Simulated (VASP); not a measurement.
# Mg (Fd-3m) in VASP: notebook

The runs below take Mg through single point, with PBE.

All numbers are computed with VASP 6.6.1; they aren't measurements. Logs are shortened: lines on timing, memory, paths and dates and some standing lists are left out, and cuts for length are marked.

**1. The cell of the first run**

The structure is cubic, space group Fd-3m (No. 227). The conventional cell has a = 4.728 Å, b = 4.728 Å, c = 4.728 Å, α = 90.00°, β = 90.00°, γ = 90.00°. Mg (site symmetry -43m) has 4 Mg at 2.05 Å within 2.7 Å.

**2. Single point, PBE**

Contents of INCAR:

```
PREC = Accurate
ENCUT = 520
EDIFF = 1E-6
ISMEAR = -1
SIGMA = 0.1
LREAL = F
LASPH = T
NELM = 80
ALGO = Normal
ISIF = 2
LWAVE = F
LCHARG = T
GGA = PE
LELF = T
LVHAR = T
NBANDS = 9
```

Contents of KPOINTS:

```
Automatic mesh
0
Gamma
  14 14 14
```

Contents of POSCAR:

```
Mg
1.0
    0.0000000000      2.3638081589      2.3638081589
    2.3638081589      0.0000000000      2.3638081589
    2.3638081589      2.3638081589      0.0000000000
Mg
2
Direct
   -0.1250000000     -0.1250000000     -0.1250000000
    0.1250000000      0.1250000000      0.1250000000
```

Potentials or basis: VASP PAW PBE potentials, release 64 (Mg).

The run is started by

```sh
cat potpaw_PBE.64/Mg/POTCAR > POTCAR
mpirun -np 1 vasp_std > vasp.out
```

OUTCAR:

```text
PREC = Accurate
   ENCUT = 520
   EDIFF = 1E-6
   ISMEAR = -1
   LREAL = F
   LASPH = T
   NELM = 80
   ISIF = 2
   GGA = PE

 ion  position               nearest neighbor table
   1  0.875  0.875  0.875-   2 2.05   2 2.05   2 2.05   2 2.05
   2  0.125  0.125  0.125-   1 2.05   1 2.05   1 2.05   1 2.05

  LATTYP: Found a face centered cubic cell.
 ALAT       =     4.7276163178

  Lattice vectors:

 A1 = (   0.0000000000,   2.3638081589,   2.3638081589)
 A2 = (   2.3638081589,   0.0000000000,   2.3638081589)
 A3 = (   2.3638081589,   2.3638081589,   0.0000000000)

Analysis of symmetry for initial positions (statically):
=====================================================================
 Subroutine PRICEL returns:
 Original cell was already a primitive cell.

 Routine SETGRP: Setting up the symmetry group for a
 face centered cubic supercell.

 Subroutine GETGRP returns: Found 48 space group operations
 (whereof 12 operations were pure point group operations)
 out of a pool of 48 trial point group operations.

The static configuration has the point symmetry D_3d.
 The point group associated with its full space group is O_h .

Analysis of symmetry for dynamics (positions and initial velocities):
=====================================================================
 Subroutine PRICEL returns:
 Original cell was already a primitive cell.

 Routine SETGRP: Setting up the symmetry group for a
 face centered cubic supercell.

 Subroutine GETGRP returns: Found 48 space group operations
 (whereof 12 operations were pure point group operations)
 out of a pool of 48 trial point group operations.

The dynamic configuration has the point symmetry D_3d.
 The point group associated with its full space group is O_h .

 Subroutine INISYM returns: Found 48 space group operations
 (whereof 12 operations are pure point group operations),
 and found     1 'primitive' translations

----------------------------------------------------------------------------------------

                                     Primitive cell

  volume of cell :      26.4160

  direct lattice vectors                    reciprocal lattice vectors
     0.000000000  2.363808159  2.363808159    -0.211523087  0.211523087  0.211523087
     2.363808159  0.000000000  2.363808159     0.211523087 -0.211523087  0.211523087
     2.363808159  2.363808159  0.000000000     0.211523087  0.211523087 -0.211523087

  length of vectors
     3.342929557  3.342929557  3.342929557     0.366368735  0.366368735  0.366368735

  position of ions in fractional coordinates (direct lattice)
     0.875000000  0.875000000  0.875000000
     0.125000000  0.125000000  0.125000000

  ion indices of the primitive-cell ions
   primitive index   ion index
                 1           1
                 2           2

----------------------------------------------------------------------------------------

 KPOINTS: Automatic mesh

Automatic generation of k-mesh.
 Grid dimensions read from file:
 generate k-points for:   14   14   14

 Generating k-lattice:

  Cartesian coordinates                     Fractional coordinates (reciprocal lattice)
    -0.015108792  0.015108792  0.015108792     0.071428571  0.000000000  0.000000000
     0.015108792 -0.015108792  0.015108792     0.000000000  0.071428571  0.000000000
     0.015108792  0.015108792 -0.015108792     0.000000000  0.000000000  0.071428571

  Length of vectors
     0.026169195  0.026169195  0.026169195

  Shift w.r.t. Gamma in fractional coordinates (k-lattice)
     0.000000000  0.000000000  0.000000000

 Subroutine IBZKPT returns following result:
 ===========================================

 Found    104 irreducible k-points:

 Following reciprocal coordinates:
            Coordinates               Weight
  0.000000  0.000000  0.000000      1.000000
  0.071429  0.000000  0.000000      8.000000
  0.142857  0.000000  0.000000      8.000000
  0.214286  0.000000  0.000000      8.000000
  0.285714  0.000000  0.000000      8.000000
  0.357143  0.000000  0.000000      8.000000
[... 16 lines left out ...]
  0.214286  0.142857  0.000000     24.000000
  0.285714  0.142857  0.000000     24.000000
 [... further k-points ...]
   k-points           NKPTS =    104   k-points in BZ     NKDIM =    104   number of bands    NBANDS=      9
   number of dos      NEDOS =    301   number of ions     NIONS =      2
   total plane-waves  NPLWV =  21952
   dimension x,y,z NGX =    28 NGY =   28 NGZ =   28
   dimension x,y,z NGXF=    56 NGYF=   56 NGZF=   56
   ions per type =               2
   NGX,Y,Z   is equivalent  to a cutoff of  13.92, 13.92, 13.92 a.u.
   NGXF,Y,Z  is equivalent  to a cutoff of  27.85, 27.85, 27.85 a.u.
 SYSTEM =  unknown system
   PREC   = accura    normal or accurate (medium, high low for compatibility)
   ISTART =      0    job   : 0-new  1-cont  2-samecut
   ICHARG =      2    charge: 1-file 2-atom 10-const
   ISPIN  =      1    spin polarized calculation?
   LNONCOLLINEAR =      F non collinear calculations
   LSORBIT =      F    spin-orbit coupling
   LASPH  =      T    aspherical Exc in radial PAW
   ENCUT  =  520.0 eV  38.22 Ry    6.18 a.u.   6.22  6.22  6.22*2*pi/ulx,y,z
   NELM   =     80;   NELMIN=  2; NELMDL= -5     # of ELM steps
   EDIFF  = 0.1E-05   stopping-criterion for ELM
   LREAL  =      F    real-space projection
   EDIFFG = 0.1E-04   stopping-criterion for IOM
   NSW    =      0    number of steps for IOM
   IBRION =     -1    ionic relax: 0-MD 1-quasi-New 2-CG
   NFREE  =      0    steps in history (QN), initial steepest desc. (CG)
   ISIF   =      2    stress and relaxation
   ISYM   =      2    0-nonsym 1-usesym 2-fastsym
   POTIM  = 0.5000    time-step for ionic-motion
   TEBEG  =    0.0;   TEEND  =   0.0 temperature during run
   PSTRESS=    0.0 pullay stress
   NELECT =       4.0000    total number of electrons
   NUPDOWN=      -1.0000    fix difference up-down
   EMIN   =  10.00;   EMAX   =-10.00  energy-range for DOS
   EFERMI =   0.00;   METHOD = LEGACY
   ISMEAR =    -1;   SIGMA  =   0.10  broadening in eV -4-tet -1-fermi 0-gaus
   EFERMI_NEDOS =   21; number of points for ismear=-14 and -15
   IALGO  =     38    algorithm
   IMIX   =      4    mixing-type and parameters
     AMIX     =   0.40;   BMIX     =  1.00
     AMIX_MAG =   1.60;   BMIX_MAG =  1.00
  volume/ion in A,a.u.               =      13.21        89.13
  Fermi-wavevector in a.u.,A,eV,Ry     =   0.872581  1.648940 10.359452  0.761398
  Thomas-Fermi vector in A             =   1.991851
   LORBIT       =      0    0 simple, 1 ext, 2 COOP (PROOUT), +10 PAW based schemes
   GGA     = PE    functional components
   LHFCALC =     F    Hartree Fock is set to
   AEXX    =    0.0000 exact exchange contribution
   IVDW    =     0    specifies the selected vdW correction
   LEPSILON=     F    determine dielectric tensor
   LRPA    =     F    only Hartree local field effects (RPA)
 non-spin polarized calculation
  energy-cutoff  :      520.00
  volume of cell :       26.42
 maximum number of plane-waves:       725
 NGX is ok and might be reduce to    28
   NGX = 13   NGY = 13   NGZ = 13

 number of electron       4.0000000 magnetization

 Free energy of the ion-electron system (eV)
  ---------------------------------------------------
  ext. energy  EPLUGINS =         0.00000000
  ---------------------------------------------------
  free energy    TOTEN  =         5.25747519 eV

  energy without entropy =        5.28271758  energy(sigma->0) =        5.27009638

 E-fermi :   6.6235     XC(G=0): -10.3554

 val. band max:        6.6117198884   @ k =   0.4286   0.2857   0.0000
 cond. band min:       6.6282105420   @ k =  -0.4286   0.4286   0.1429
 fundamental gap:      0.0164906535
 Fermi energy:         6.6234720787

 k-point     1 :       0.0000    0.0000    0.0000
  band No.  band energies     occupation
      1      -3.0921      2.00000
      2      13.5929      0.00000
      3      13.5929      0.00000
      4      13.5929      0.00000
      5      14.1108      0.00000
      6      14.1108      0.00000
      7      14.1108      0.00000
      8      17.1564      0.00000
      9      17.1564      0.00000

 k-point     2 :       0.0714    0.0000    0.0000
  band No.  band energies     occupation
      1      -2.9875      2.00000
      2      12.1667      0.00000
      3      13.1534      0.00000
      4      13.1534      0.00000
      5      14.7045      0.00000
      6      14.7045      0.00000
      7      15.0339      0.00000
      8      16.8041      0.00000
      9      16.8041      0.00000

 k-point     3 :       0.1429    0.0000    0.0000
  band No.  band energies     occupation
      1      -2.6751      2.00000
      2      10.3029      0.00000
      3      12.6773      0.00000
      4      12.6773      0.00000
      5      15.5588      0.00000
      6      15.5718      0.00000
      7      15.5718      0.00000
      8      16.0957      0.00000
      9      16.0957      0.00000

 k-point     4 :       0.2143    0.0000    0.0000
  band No.  band energies     occupation
      1      -2.1581      2.00000
      2       8.4067      0.00000
      3      12.3417      0.00000
      4      12.3417      0.00000
      5      15.0710      0.00000
      6      15.0710      0.00000
      7      15.7161      0.00000
      8      16.8385      0.00000
      9      16.8385      0.00000

 k-point     5 :       0.2857    0.0000    0.0000
  band No.  band energies     occupation
      1      -1.4422      2.00000
      2       6.5751      1.23716
      3      12.1548      0.00000
      4      12.1548      0.00000
      5      14.2603      0.00000
      6      14.2603      0.00000
      7      15.7849      0.00000
      8      18.1056      0.00000
      9      18.1056      0.00000

 k-point     6 :       0.3571    0.0000    0.0000
  band No.  band energies     occupation
      1      -0.5347      2.00000
      2       4.8549      2.00000
      3      12.1154      0.00000
      4      12.1154      0.00000
      5      13.5615      0.00000
      6      13.5615      0.00000
      7      15.9133      0.00000
      8      17.8638      0.00000
      9      19.4948      0.00000
[... 169 lines left out ...]
 k-point    21 :      -0.0714    0.0714    0.0000
  band No.  band energies     occupation
      1      -2.8137      2.00000
      2      11.5680      0.00000
      3      11.6345      0.00000
      4      13.7972      0.00000
      5      14.3281      0.00000
      6      15.5864      0.00000
      7      15.7409      0.00000
      8      15.8881      0.00000
      9      16.7351      0.00000

 k-point    22 :       0.1429    0.1429    0.0000
  band No.  band energies     occupation
      1      -2.5368      2.00000
      2      11.3322      0.00000
      3      11.3322      0.00000
      4      12.5758      0.00000
      5      12.9974      0.00000
      6      14.0404      0.00000
      7      17.1431      0.00000
      8      17.1431      0.00000
      9      17.6970      0.00000

 k-point    23 :       0.2143    0.1429    0.0000
  band No.  band energies     occupation
      1      -2.1583      2.00000
      2       9.9158      0.00000
      3      10.8924      0.00000
      4      12.3034      0.00000
      5      12.9806      0.00000
      6      13.3780      0.00000
      7      17.4704      0.00000
      8      17.7960      0.00000
      9      18.2416      0.00000

 k-point    24 :       0.2857    0.1429    0.0000
  band No.  band energies     occupation
      1      -1.5783      2.00000
      2       8.0852      0.00000
      3      10.6065      0.00000
      4      11.7447      0.00000
      5      12.2908      0.00000
      6      14.4963      0.00000
      7      16.8990      0.00000
      8      18.1044      0.00000
      9      19.3854      0.00000

 [... further k-points ...]
[... 5 lines left out ...]
  --------------------------------------------------------------------------------------
  -------------------------------------------------------------------------------------
  Total       15.4696970     15.4696970     15.4696970     -0.0000000      0.0000000     -0.0000000
  in kB      938.2654249    938.2654249    938.2654249     -0.0000000      0.0000000     -0.0000000
  external PRESSURE =     938.2654249 kB  Pullay stress =       0.0000000 kB

 VOLUME and BASIS-vectors are now :
 -----------------------------------------------------------------------------
  energy-cutoff  :      520.00
  volume of cell :       26.42
      direct lattice vectors                 reciprocal lattice vectors
     0.000000000  2.363808159  2.363808159    -0.211523087  0.211523087  0.211523087
     2.363808159  0.000000000  2.363808159     0.211523087 -0.211523087  0.211523087
     2.363808159  2.363808159  0.000000000     0.211523087  0.211523087 -0.211523087

 POSITION                                       TOTAL-FORCE (eV/Angst)
 -----------------------------------------------------------------------------------
      4.13666      4.13666      4.13666         0.000000      0.000000     -0.000000
      0.59095      0.59095      0.59095        -0.000000      0.000000      0.000000
 -----------------------------------------------------------------------------------
    total drift:                               -0.000000     -0.000000      0.000000

  FREE ENERGIE OF THE ION-ELECTRON SYSTEM (eV)
  ---------------------------------------------------
  free  energy   TOTEN  =         5.2574751869 eV

  energy  without entropy=        5.2827175814  energy(sigma->0) =        5.27009638
```

Wall time 11 s (1 thread of Intel Xeon 6975P-C (Granite Rapids), shared host); peak memory 0.16 GiB.

What came out:

- Free energy: 5.2575 eV
- Pressure: 93.8 GPa
- Band gap on the k mesh: zero (band 2 reaches 13.59 eV, above the bottom of band 3 at 4.53 eV)

**3. Single point, PBE**

Contents of INCAR:

```
SYSTEM = Mg
ALGO = Normal ; EDIFF = 1E-6
ENCUT = 520 ; GGA = PE
ISIF = 2 ; ISMEAR = -1
LASPH = .TRUE. ; LCHARG = .FALSE.
LREAL = .FALSE. ; LWAVE = .FALSE.
NBANDS = 9 ; NELM = 100
PREC = Accurate ; SIGMA = 0.1
```

Contents of KPOINTS:

```
k-points
0
G
  14 14 14
  0 0 0
```

Contents of POSCAR:

```
Mg
1.0
    0.0000000000      2.3646014032      2.3646014032
    2.3646014032      0.0000000000      2.3646014032
    2.3646014032      2.3646014032      0.0000000000
Mg
2
Direct
   -0.1250000000     -0.1250000000     -0.1250000000
    0.1250000000      0.1250000000      0.1250000000
```

Potentials or basis: VASP PAW PBE potentials, release 64 (Mg).

The run is started by

```sh
cat potpaw_PBE.64/Mg/POTCAR > POTCAR
mpirun -np 1 vasp_std > vasp.out
```

OUTCAR:

```text
SYSTEM = Mg
   EDIFF = 1E-6
   ENCUT = 520
   GGA = PE
   ISIF = 2
   ISMEAR = -1
   LASPH = .TRUE.
   LREAL = .FALSE.
   NELM = 100
   PREC = Accurate

 ion  position               nearest neighbor table
   1  0.875  0.875  0.875-   2 2.05   2 2.05   2 2.05   2 2.05
   2  0.125  0.125  0.125-   1 2.05   1 2.05   1 2.05   1 2.05

  LATTYP: Found a face centered cubic cell.
 ALAT       =     4.7292028064

  Lattice vectors:

 A1 = (   0.0000000000,   2.3646014032,   2.3646014032)
 A2 = (   2.3646014032,   0.0000000000,   2.3646014032)
 A3 = (   2.3646014032,   2.3646014032,   0.0000000000)

[... 466 lines left out ...]
      6      14.4824      0.00000
      7      16.8850      0.00000
      8      18.0884      0.00000
      9      19.3698      0.00000

 [... further k-points ...]
[... 5 lines left out ...]
  --------------------------------------------------------------------------------------
  -------------------------------------------------------------------------------------
  Total       15.4459349     15.4459349     15.4459349      0.0000000     -0.0000000     -0.0000000
  in kB      935.8817044    935.8817044    935.8817044      0.0000000     -0.0000000     -0.0000000
  external PRESSURE =     935.8817044 kB  Pullay stress =       0.0000000 kB

 VOLUME and BASIS-vectors are now :
 -----------------------------------------------------------------------------
  energy-cutoff  :      520.00
  volume of cell :       26.44
      direct lattice vectors                 reciprocal lattice vectors
     0.000000000  2.364601403  2.364601403    -0.211452129  0.211452129  0.211452129
     2.364601403  0.000000000  2.364601403     0.211452129 -0.211452129  0.211452129
     2.364601403  2.364601403  0.000000000     0.211452129  0.211452129 -0.211452129

 POSITION                                       TOTAL-FORCE (eV/Angst)
 -----------------------------------------------------------------------------------
      4.13805      4.13805      4.13805         0.000000     -0.000000     -0.000000
      0.59115      0.59115      0.59115        -0.000000      0.000000      0.000000
 -----------------------------------------------------------------------------------
    total drift:                               -0.000000     -0.000000      0.000000

  FREE ENERGIE OF THE ION-ELECTRON SYSTEM (eV)
  ---------------------------------------------------
  free  energy   TOTEN  =         5.2419151418 eV

  energy  without entropy=        5.2671660733  energy(sigma->0) =        5.25454061
```

stdout:

```text
POSCAR found type information on POSCAR Mg
 POSCAR found :  1 types and       2 ions
 scaLAPACK will be used
 LDA part: xc-table for (Slater+PW92), standard interpolation
 POSCAR, INCAR and KPOINTS ok, starting setup
 FFT: planning ... GRIDC
 FFT: planning ... GRID_SOFT
 FFT: planning ... GRID
 WAVECAR not read
 entering main loop
```

It took 11 s on 1 thread of Intel Xeon 6975P-C (Granite Rapids), shared host; peak memory 0.16 GiB.

Results:

```
Free energy            : 5.2419 eV
Pressure               : 93.6 GPa
Band gap on the k mesh : zero (band 2 reaches 13.58 eV, above the bottom of band 3 at 4.52 eV)
```
